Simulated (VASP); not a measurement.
Runs of VASP 6.6.1 on Te2Mo. The structure is that of space group P6_3/mmc (No. 194), or close to it. The cells are those of the table. 

| cell | gap on the mesh (eV) | pressure (GPa) | largest force (eV/Å) |
| --- | --- | --- | --- |
| a = 3.654, b = 3.654, c = 14.512 Å, angles 90.0, 90.0, 120.0°, 6 atoms | 0.81 | -6.4 | 1.15 |
| a = 3.610, b = 3.610, c = 14.337 Å, angles 90.0, 90.0, 120.0°, 6 atoms | 0.81 | -4.0 | 0.77 |
| a = 3.564, b = 3.564, c = 14.157 Å, angles 90.0, 90.0, 120.0°, 6 atoms | 0.81 | (c) | 0.33 |
| a = 3.471, b = 3.471, c = 13.785 Å, angles 90.0, 90.0, 120.0°, 6 atoms | 0.79 | 7.7 | 0.80 |
| a = 3.518, b = 3.518, c = 13.974 Å, angles 90.0, 90.0, 120.0°, 6 atoms | 0.80 | (a) | 0.19 |
| a = 3.422, b = 3.422, c = 13.591 Å, angles 90.0, 90.0, 120.0°, 6 atoms | 0.77 | 13.6 | 1.51 |
| a = 3.371, b = 3.371, c = 13.391 Å, angles 90.0, 90.0, 120.0°, 6 atoms | 0.70 | (b) | 2.35 |

Alike in all rows: task single point; level PBE; potentials or basis VASP PAW PBE potentials, release 64 (Te, Mo_sv); no spin polarisation; k mesh 8 × 8 × 2; cutoff (eV) 520; smearing fermi-dirac 0.05 eV.

Question: Estimate the missing entries.

Answer: (a) 2.9; (b) 20.9; (c) -0.9.

Caveats: spin-orbit coupling is left out, which moves the levels of the heavy elements; this functional lacks dispersion, which binds layers or chains, so the pressure and a relaxed spacing across them are unreliable; semilocal functionals underestimate gaps, and a narrow one can read as zero (at least some runs); forces of over 1 eV/Å act on the atoms, so gaps and moduli don't describe the material at rest (at least some runs); the cell stands under tension (at least some runs); the cell stands under pressure (at least some runs); the stress differs along the axes, from 19 to 24 GPa (at least some runs).

A k mesh can miss the band edges, and the runs leave out spin-orbit coupling on Mo, Te.
